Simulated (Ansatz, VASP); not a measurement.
One calculation of Ni, two programs

```xyz
2
Lattice="0.0000 3.5439 3.5439 1.7719 0.0000 1.7719 1.7719 1.7719 0.0000" Properties=species:S:1:pos:R:3 pbc="T T T"
Ni    0.0000    0.0000    0.0000
Ni    0.0000    1.7719    1.7719
```

Alike in both runs: task single point; functional PBE; k mesh 6 × 12 × 12; occupations fermi-dirac, width 0.1 eV; collinear spin.

```csv
,VASP,Ansatz
version,VASP 6.6.1,Ansatz 0.2.0
potentials or method,"VASP PAW PBE potentials, release 64 (Ni), cutoff 520 eV","PAW, plane waves, scalar-relativistic"
valence electrons in the cell,20,36
```

Ansatz gave:

```
pressure (GPa)                                                : -3.5
net moment per atom (μB)                                      : 0.66
size of the moment on the site where the two differ most (μB) : 0.70
```

Q: What did VASP give for the same quantities?

A: Pressure (GPa): -3.6; net moment per atom (μB): 0.64; size of the moment on the site where the two differ most (μB): 0.65.

Site moments also hang on the region over which each program counts them. VASP's potentials hold 20 valence electrons a cell and Ansatz's 36, so a difference there can come from the potentials and not from the codes.
